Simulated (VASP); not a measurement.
# Si (Fm-3m) in VASP: a series of runs

Si is run at these levels: RPBE; tasks: single point, relaxation of cell and atoms.

Program: VASP 6.6.1. These are calculated values, not measurements. Logs are shortened: lines on timing, memory, paths and dates and some standing lists are left out, and cuts for length are marked.

## 1. The cell of the first run

The structure is cubic, space group Fm-3m (No. 225). The conventional cell has a = 4.031 Å, b = 4.031 Å, c = 4.031 Å, α = 90.00°, β = 90.00°, γ = 90.00°. Si (site symmetry m-3m) has 12 Si at 2.85 Å within 3.8 Å.

## 2. Single point, RPBE (volume scaled by 1.12)

INCAR reads:

```
PREC = Accurate ; ENCUT = 520
EDIFF = 1E-7 ; ISMEAR = -1
SIGMA = 0.1 ; LREAL = F
LASPH = T ; NELM = 100
ALGO = Normal ; ISIF = 2
LWAVE = F ; LCHARG = T
GGA = RP ; LELF = T
LVHAR = T ; NBANDS = 8
```

KPOINTS reads:

```
regular mesh
0
Gamma
  16 16 16
```

POSCAR reads:

```
Si
1.0
    0.0000000000      2.0155000583      2.0155000583
    2.0155000583      0.0000000000      2.0155000583
    2.0155000583      2.0155000583      0.0000000000
Si
1
Direct
    0.0000000000      0.0000000000      0.0000000000
```

Potentials or basis: VASP PAW PBE potentials, release 64 (Si).

Launch:

```sh
> cat potpaw_PBE.64/Si/POTCAR > POTCAR
> mpirun -np 1 vasp_std > vasp.out
```

OUTCAR:

```text
PREC = Accurate
   ENCUT = 520
   EDIFF = 1E-7
   ISMEAR = -1
   LREAL = F
   LASPH = T
   NELM = 100
   ISIF = 2
   GGA = RP

 ion  position               nearest neighbor table
   1  0.000  0.000  0.000-

  LATTYP: Found a face centered cubic cell.
 ALAT       =     4.0310001166

  Lattice vectors:

 A1 = (   0.0000000000,   2.0155000583,   2.0155000583)
 A2 = (   2.0155000583,   0.0000000000,   2.0155000583)
 A3 = (   2.0155000583,   2.0155000583,   0.0000000000)

Analysis of symmetry for initial positions (statically):
=====================================================================
 Subroutine PRICEL returns:
 Original cell was already a primitive cell.

 Routine SETGRP: Setting up the symmetry group for a
 face centered cubic supercell.

 Subroutine GETGRP returns: Found 48 space group operations
 (whereof 48 operations were pure point group operations)
 out of a pool of 48 trial point group operations.

The static configuration has the point symmetry O_h .

Analysis of symmetry for dynamics (positions and initial velocities):
=====================================================================
 Subroutine PRICEL returns:
 Original cell was already a primitive cell.

 Routine SETGRP: Setting up the symmetry group for a
 face centered cubic supercell.

 Subroutine GETGRP returns: Found 48 space group operations
 (whereof 48 operations were pure point group operations)
 out of a pool of 48 trial point group operations.

The dynamic configuration has the point symmetry O_h .

 Subroutine INISYM returns: Found 48 space group operations
 (whereof 48 operations are pure point group operations),
 and found     1 'primitive' translations

----------------------------------------------------------------------------------------

                                     Primitive cell

  volume of cell :      16.3749

  direct lattice vectors                    reciprocal lattice vectors
     0.000000000  2.015500058  2.015500058    -0.248077393  0.248077393  0.248077393
     2.015500058  0.000000000  2.015500058     0.248077393 -0.248077393  0.248077393
     2.015500058  2.015500058  0.000000000     0.248077393  0.248077393 -0.248077393

  length of vectors
     2.850347517  2.850347517  2.850347517     0.429682649  0.429682649  0.429682649

  position of ions in fractional coordinates (direct lattice)
     0.000000000  0.000000000  0.000000000

[... 70 lines left out ...]
   LNONCOLLINEAR =      F non collinear calculations
   LSORBIT =      F    spin-orbit coupling
   LASPH  =      T    aspherical Exc in radial PAW
   ENCUT  =  520.0 eV  38.22 Ry    6.18 a.u.   5.30  5.30  5.30*2*pi/ulx,y,z
   NELM   =    100;   NELMIN=  2; NELMDL= -5     # of ELM steps
   EDIFF  = 0.1E-06   stopping-criterion for ELM
   LREAL  =      F    real-space projection
   EDIFFG = 0.1E-05   stopping-criterion for IOM
   NSW    =      0    number of steps for IOM
   IBRION =     -1    ionic relax: 0-MD 1-quasi-New 2-CG
   NFREE  =      0    steps in history (QN), initial steepest desc. (CG)
   ISIF   =      2    stress and relaxation
   ISYM   =      2    0-nonsym 1-usesym 2-fastsym
   POTIM  = 0.5000    time-step for ionic-motion
   TEBEG  =    0.0;   TEEND  =   0.0 temperature during run
   PSTRESS=    0.0 pullay stress
   NELECT =       4.0000    total number of electrons
   NUPDOWN=      -1.0000    fix difference up-down
   EMIN   =  10.00;   EMAX   =-10.00  energy-range for DOS
   EFERMI =   0.00;   METHOD = LEGACY
   ISMEAR =    -1;   SIGMA  =   0.10  broadening in eV -4-tet -1-fermi 0-gaus
   EFERMI_NEDOS =   21; number of points for ismear=-14 and -15
   IALGO  =     38    algorithm
   IMIX   =      4    mixing-type and parameters
     AMIX     =   0.40;   BMIX     =  1.00
     AMIX_MAG =   1.60;   BMIX_MAG =  1.00
  volume/ion in A,a.u.               =      16.37       110.50
  Fermi-wavevector in a.u.,A,eV,Ry     =   1.023376  1.933901 14.249368  1.047299
  Thomas-Fermi vector in A             =   2.157106
   LORBIT       =      0    0 simple, 1 ext, 2 COOP (PROOUT), +10 PAW based schemes
   GGA     = RP    functional components
   LHFCALC =     F    Hartree Fock is set to
   AEXX    =    0.0000 exact exchange contribution
   IVDW    =     0    specifies the selected vdW correction
   LEPSILON=     F    determine dielectric tensor
   LRPA    =     F    only Hartree local field effects (RPA)
 non-spin polarized calculation
  energy-cutoff  :      520.00
  volume of cell :       16.37
 maximum number of plane-waves:       459
 NGX is ok and might be reduce to    24
   NGX = 11   NGY = 11   NGZ = 11

 number of electron       4.0000000 magnetization

 Free energy of the ion-electron system (eV)
  ---------------------------------------------------
  ext. energy  EPLUGINS =         0.00000000
  ---------------------------------------------------
  free energy    TOTEN  =        -4.55386311 eV

  energy without entropy =       -4.53495820  energy(sigma->0) =       -4.54441065

 E-fermi :   8.6955     XC(G=0): -10.6885

 val. band max:        8.6796990512   @ k =  -0.2500   0.3125   0.1250
 cond. band min:       8.7025526157   @ k =  -0.4375   0.3125   0.0625
 fundamental gap:      0.0228535645
 Fermi energy:         8.6955427531

 k-point     1 :       0.0000    0.0000    0.0000
  band No.  band energies     occupation
      1      -4.6727      2.00000
      2      18.4829      0.00000
      3      18.4829      0.00000
      4      18.4829      0.00000
      5      20.0874      0.00000
      6      20.0874      0.00000
      7      20.0874      0.00000
      8      25.1502      0.00000
[... 243 lines left out ...]
 k-point    24 :      -0.0625    0.0625    0.0000
  band No.  band energies     occupation
      1      -4.3941      2.00000
      2      16.2820      0.00000
      3      16.2933      0.00000
      4      18.5278      0.00000
      5      20.3563      0.00000
      6      20.9462      0.00000
      7      21.7977      0.00000
      8      24.6760      0.00000

 [... further k-points ...]
[... 5 lines left out ...]
  --------------------------------------------------------------------------------------
  -------------------------------------------------------------------------------------
  Total       -0.7524935     -0.7524935     -0.7524935      0.0000000     -0.0000000      0.0000000
  in kB      -73.6266289    -73.6266289    -73.6266289      0.0000000     -0.0000000      0.0000000
  external PRESSURE =     -73.6266289 kB  Pullay stress =       0.0000000 kB

 VOLUME and BASIS-vectors are now :
 -----------------------------------------------------------------------------
  energy-cutoff  :      520.00
  volume of cell :       16.37
      direct lattice vectors                 reciprocal lattice vectors
     0.000000000  2.015500058  2.015500058    -0.248077393  0.248077393  0.248077393
     2.015500058  0.000000000  2.015500058     0.248077393 -0.248077393  0.248077393
     2.015500058  2.015500058  0.000000000     0.248077393  0.248077393 -0.248077393

 POSITION                                       TOTAL-FORCE (eV/Angst)
 -----------------------------------------------------------------------------------
      0.00000      0.00000      0.00000        -0.000000      0.000000      0.000000
 -----------------------------------------------------------------------------------
    total drift:                                0.000000     -0.000000     -0.000000

  FREE ENERGIE OF THE ION-ELECTRON SYSTEM (eV)
  ---------------------------------------------------
  free  energy   TOTEN  =        -4.5538631065 eV

  energy  without entropy=       -4.5349581997  energy(sigma->0) =       -4.54441065
```

stdout:

```text
POSCAR found type information on POSCAR Si
 POSCAR found :  1 types and       1 ions
 scaLAPACK will be used
 -----------------------------------------------------------------------------
|                                                                             |
|                                                                             |
|     You enforced a specific xc type in the INCAR file but a different       |
|     I HOPE YOU KNOW WHAT YOU ARE DOING!                                     |
|                                                                             |
 -----------------------------------------------------------------------------

 LDA part: xc-table for (Slater+PW92), standard interpolation
 POSCAR, INCAR and KPOINTS ok, starting setup
 FFT: planning ... GRIDC
 FFT: planning ... GRID_SOFT
 FFT: planning ... GRID
 WAVECAR not read
 entering main loop
```

It took 15 s on 1 thread of Intel Xeon Platinum 8259CL at 2.50GHz (Skylake/Cascade Lake), shared host; peak memory 0.13 GiB.

What came out:

* Free energy: -4.5539 eV
* Pressure: -7.4 GPa
* Band gap on the k mesh: zero (band 2 reaches 18.48 eV, above the bottom of band 3 at 5.98 eV)

Levels at points of the mesh, in eV from the Fermi level:
| k point | band 1 | band 2 | band 3 | band 4 | band 5 | band 6 |
| --- | --- | --- | --- | --- | --- | --- |
| (0.00, 0.00, 0.00) | -13.37 | 9.79 | 9.79 | 9.79 | 11.39 | 11.39 |
| (0.50, 0.00, 0.00) | -7.28 | -6.21 | 7.54 | 7.54 | 10.42 | 10.42 |
| (0.50, 0.50, 0.00) | -4.80 | -4.49 | 2.86 | 2.86 | 4.53 | 6.15 |

Caveat: the cell differs from its parent crystal (volume scaled by 1.12); the PAW data sets were made with another functional, which shifts forces and pressure a little.

## 3. Relaxation of cell and atoms, RPBE

This run uses another cell than the first one, of 15.02 Å³/atom, 0.917 times its volume.

INCAR reads:

```
SYSTEM = Si
  PREC = Accurate
  ENCUT = 600
  EDIFF = 1E-6
  ISMEAR = -1
  SIGMA = 0.1
  LREAL = .FALSE.
  LASPH = .TRUE.
  NELM = 80
  ALGO = Normal
  ISIF = 3
  LWAVE = .FALSE.
  LCHARG = .FALSE.
  GGA = RP
  IBRION = 2
  NSW = 80
  EDIFFG = -0.01
```

KPOINTS reads:

```
regular mesh
0
G
  14 14 14
  0 0 0
```

POSCAR reads:

```
Si
1.0
    0.0000000000      1.9581061854      1.9581061854
    1.9581061854      0.0000000000      1.9581061854
    1.9581061854      1.9581061854      0.0000000000
Si
1
Direct
    0.0000000000      0.0000000000      0.0000000000
```

Potentials or basis: VASP PAW PBE potentials, release 64 (Si).

Launch:

```sh
> cat potpaw_PBE.64/Si/POTCAR > POTCAR
> mpirun -np 1 vasp_std > vasp.out
```

Run time: 9.9 s. Hardware: 1 thread of Intel Xeon Platinum 8259CL at 2.50GHz (Skylake/Cascade Lake), shared host; peak memory 0.13 GiB.

It converged, with:

```
Free energy                            : -4.5984 eV
Relaxed volume                         : 14.53 Å³/atom
Relaxed cell                           : a = 2.739 Å, b = 2.739 Å, c = 2.739 Å, α = 60.00°, β = 60.00°, γ = 60.00°
Space group after relaxing (to 0.05 Å) : Fm-3m (No. 225)
Energy gained by relaxing              : 3.6 meV/atom
Ionic steps                            : 2
Pressure after relaxing                : 0.1 GPa
Band gap on the k mesh                 : zero (band 2 reaches 21.37 eV, above the bottom of band 3 at 7.33 eV)
```

The path:
| step | energy change (eV) | largest force (eV/Å) | pressure (GPa) | volume (Å³) |
| --- | --- | --- | --- | --- |
| 1 | 0.0000 | 0.0000 | -2.40 | 15.02 |
| 2 | -0.0036 | 0.0000 | 0.05 | 14.53 |

Final structure:
```
Si
1.0
     0.00000    1.93688    1.93688
     1.93688    0.00000    1.93688
     1.93688    1.93688    0.00000
Si
1
Direct
  0.00000 0.00000 0.00000
```

Levels at points of the mesh, in eV from the Fermi level:
| k point | band 1 | band 2 | band 3 | band 4 | band 5 |
| --- | --- | --- | --- | --- | --- |
| (0.00, 0.00, 0.00) | -14.44 | 11.16 | 11.16 | 11.16 | 11.83 |
| (0.50, 0.00, 0.00) | -7.60 | -6.96 | 8.57 | 8.57 | 10.76 |
| (0.50, 0.50, 0.00) | -5.37 | -4.51 | 3.18 | 3.18 | 4.33 |

Caveat: the PAW data sets were made with another functional, which shifts forces and pressure a little.

## 4. Single point, RPBE

This run uses another cell than the first one, of 14.62 Å³/atom, 0.893 times its volume.

INCAR reads:

```
  PREC = Accurate
  ENCUT = 520
  EDIFF = 1E-6
  ISMEAR = -1
  SIGMA = 0.1
  LREAL = False
  LASPH = True
  NELM = 80
  ALGO = Normal
  ISIF = 2
  LWAVE = False
  LCHARG = False
  GGA = RP
  NBANDS = 8
```

KPOINTS reads:

```
regular mesh
0
Gamma
  23 23 23
```

POSCAR reads:

```
Si
1.0
    0.0000000000      1.9407822318      1.9407822318
    1.9407822318      0.0000000000      1.9407822318
    1.9407822318      1.9407822318      0.0000000000
Si
1
Direct
    0.0000000000      0.0000000000      0.0000000000
```

Potentials or basis: VASP PAW PBE potentials, release 64 (Si).

Launch:

```sh
> cat potpaw_PBE.64/Si/POTCAR > POTCAR
> mpirun -np 1 vasp_std > vasp.out
```

OUTCAR:

```text
PREC = Accurate
   ENCUT = 520
   EDIFF = 1E-6
   ISMEAR = -1
   LREAL = False
   LASPH = True
   NELM = 80
   ISIF = 2
   GGA = RP

 ion  position               nearest neighbor table
   1  0.000  0.000  0.000-

  LATTYP: Found a face centered cubic cell.
 ALAT       =     3.8815644636

  Lattice vectors:

 A1 = (   0.0000000000,   1.9407822318,   1.9407822318)
 A2 = (   1.9407822318,   0.0000000000,   1.9407822318)
 A3 = (   1.9407822318,   1.9407822318,   0.0000000000)

Analysis of symmetry for initial positions (statically):
=====================================================================
 Subroutine PRICEL returns:
 Original cell was already a primitive cell.

 Routine SETGRP: Setting up the symmetry group for a
 face centered cubic supercell.

 Subroutine GETGRP returns: Found 48 space group operations
 (whereof 48 operations were pure point group operations)
 out of a pool of 48 trial point group operations.

The static configuration has the point symmetry O_h .

Analysis of symmetry for dynamics (positions and initial velocities):
=====================================================================
 Subroutine PRICEL returns:
 Original cell was already a primitive cell.

 Routine SETGRP: Setting up the symmetry group for a
 face centered cubic supercell.

 Subroutine GETGRP returns: Found 48 space group operations
 (whereof 48 operations were pure point group operations)
 out of a pool of 48 trial point group operations.

The dynamic configuration has the point symmetry O_h .

 Subroutine INISYM returns: Found 48 space group operations
 (whereof 48 operations are pure point group operations),
 and found     1 'primitive' translations

----------------------------------------------------------------------------------------

                                     Primitive cell
[... 102 lines left out ...]
   EMIN   =  10.00;   EMAX   =-10.00  energy-range for DOS
   EFERMI =   0.00;   METHOD = LEGACY
   ISMEAR =    -1;   SIGMA  =   0.10  broadening in eV -4-tet -1-fermi 0-gaus
   EFERMI_NEDOS =   21; number of points for ismear=-14 and -15
   IALGO  =     38    algorithm
   IMIX   =      4    mixing-type and parameters
     AMIX     =   0.40;   BMIX     =  1.00
     AMIX_MAG =   1.60;   BMIX_MAG =  1.00
  volume/ion in A,a.u.               =      14.62        98.66
  Fermi-wavevector in a.u.,A,eV,Ry     =   1.062775  2.008354 15.367656  1.129491
  Thomas-Fermi vector in A             =   2.198237
   LORBIT       =      0    0 simple, 1 ext, 2 COOP (PROOUT), +10 PAW based schemes
   GGA     = RP    functional components
   LHFCALC =     F    Hartree Fock is set to
   AEXX    =    0.0000 exact exchange contribution
   IVDW    =     0    specifies the selected vdW correction
   LEPSILON=     F    determine dielectric tensor
   LRPA    =     F    only Hartree local field effects (RPA)
 non-spin polarized calculation
  energy-cutoff  :      520.00
  volume of cell :       14.62
 maximum number of plane-waves:       411
   NGX = 11   NGY = 11   NGZ = 11

 number of electron       4.0000000 magnetization

 Free energy of the ion-electron system (eV)
  ---------------------------------------------------
  ext. energy  EPLUGINS =         0.00000000
  ---------------------------------------------------
  free energy    TOTEN  =        -4.60189916 eV

  energy without entropy =       -4.58766842  energy(sigma->0) =       -4.59478379

 E-fermi :  10.1318     XC(G=0): -11.1422

 val. band max:       10.1310388293   @ k =  -0.3478   0.3043   0.0870
 cond. band min:      10.1560409630   @ k =   0.4783   0.3478   0.0000
 fundamental gap:      0.0250021337
 Fermi energy:        10.1318151513

 k-point     1 :       0.0000    0.0000    0.0000
  band No.  band energies     occupation
      1      -4.2508      2.00000
      2      21.2162      0.00000
      3      21.2162      0.00000
      4      21.2162      0.00000
      5      21.9365      0.00000
      6      21.9365      0.00000
      7      21.9365      0.00000
      8      27.2481      0.00000
[... 243 lines left out ...]
 k-point    24 :      -0.4783    0.0435    0.0000
  band No.  band energies     occupation
      1       2.5373      2.00000
      2       3.3130      2.00000
      3      17.9277      0.00000
      4      18.3496      0.00000
      5      20.8039      0.00000
      6      21.2499      0.00000
      7      23.6857      0.00000
      8      26.3398      0.00000

 [... further k-points ...]
[... 5 lines left out ...]
  --------------------------------------------------------------------------------------
  -------------------------------------------------------------------------------------
  Total       -0.0208373     -0.0208373     -0.0208373     -0.0000000     -0.0000000      0.0000000
  in kB       -2.2834451     -2.2834451     -2.2834451     -0.0000000     -0.0000000      0.0000000
  external PRESSURE =      -2.2834451 kB  Pullay stress =       0.0000000 kB

 VOLUME and BASIS-vectors are now :
 -----------------------------------------------------------------------------
  energy-cutoff  :      520.00
  volume of cell :       14.62
      direct lattice vectors                 reciprocal lattice vectors
     0.000000000  1.940782232  1.940782232    -0.257628080  0.257628080  0.257628080
     1.940782232  0.000000000  1.940782232     0.257628080 -0.257628080  0.257628080
     1.940782232  1.940782232  0.000000000     0.257628080  0.257628080 -0.257628080

 POSITION                                       TOTAL-FORCE (eV/Angst)
 -----------------------------------------------------------------------------------
      0.00000      0.00000      0.00000         0.000000      0.000000      0.000000
 -----------------------------------------------------------------------------------
    total drift:                                0.000000      0.000000     -0.000000

  FREE ENERGIE OF THE ION-ELECTRON SYSTEM (eV)
  ---------------------------------------------------
  free  energy   TOTEN  =        -4.6018991646 eV

  energy  without entropy=       -4.5876684176  energy(sigma->0) =       -4.59478379
```

Wall time 25 s (1 thread of Intel Xeon Platinum 8259CL at 2.50GHz (Skylake/Cascade Lake), shared host); peak memory 0.14 GiB.

Results:

```
Free energy            : -4.6019 eV
Pressure               : -0.2 GPa
Band gap on the k mesh : zero (band 2 reaches 21.22 eV, above the bottom of band 3 at 7.11 eV)
```

Caveat: the PAW data sets were made with another functional, which shifts forces and pressure a little.

## 5. The runs side by side

```tsv
task	cell	k mesh	cutoff (eV)	gap on the mesh (eV)	pressure (GPa)
single point	a = 2.850 Å, angles 60.0°, 1 atom	16 × 16 × 16	520	none	-7.4
relaxation of cell and atoms	relaxed from a = 2.769 Å, angles 60.0°, 1 atom	14 × 14 × 14	600	none	0.1
single point	a = 2.745 Å, angles 60.0°, 1 atom	23 × 23 × 23	520	none	-0.2
```

Alike in all rows: level RPBE; potentials or basis VASP PAW PBE potentials, release 64 (Si); no spin polarisation; smearing fermi-dirac 0.1 eV.

Caveats: the PAW data sets were made with another functional, which shifts forces and pressure a little.

Absolute energies hang on the potentials; compare differences alone.
